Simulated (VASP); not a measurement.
Al3GaN4, 64 atoms in the cell. The typed cell holds 64 atoms: a = 8.815 Å, b = 8.815 Å, c = 8.815 Å, α = 90.00°, β = 90.00°, γ = 90.00°. 

```yaml
Program: VASP 6.6.1
Task: single point
Functional: PBEsol
Potentials_or_basis: VASP PAW PBE potentials, release 64 (Ga_d, Al, N)
Cutoff: 520 eV
k_mesh: 1 × 1 × 1, shifted
Occupations: fermi-dirac, width 0.05 eV
Spin: no spin polarisation
Dipole_correction: no
Further_INCAR_settings: LREAL = Auto; ALGO = Normal; EDIFF = 1e-06; NBANDS = 206; ISYM = 0
```

Potentials or basis: VASP PAW PBE potentials, release 64 (Ga_d, Al, N).

Run with:

```console
$ cat potpaw_PBE.64/Ga_d/POTCAR potpaw_PBE.64/Al/POTCAR potpaw_PBE.64/N/POTCAR > POTCAR
$ mpirun -np 1 vasp_std > vasp.out
```

Hardware: 1 thread of Intel(R) Xeon(R) Platinum 8259CL CPU @ 2.50GHz (Skylake/Cascade Lake), with other jobs on the host.

**Question.** How long does it take, and how much memory?

**Answer.** It took 23 min on 1 thread of Intel(R) Xeon(R) Platinum 8259CL CPU @ 2.50GHz (Skylake/Cascade Lake), on a shared host, peak memory 0.91 GiB. Counts: scf iterations 18, k points 4.
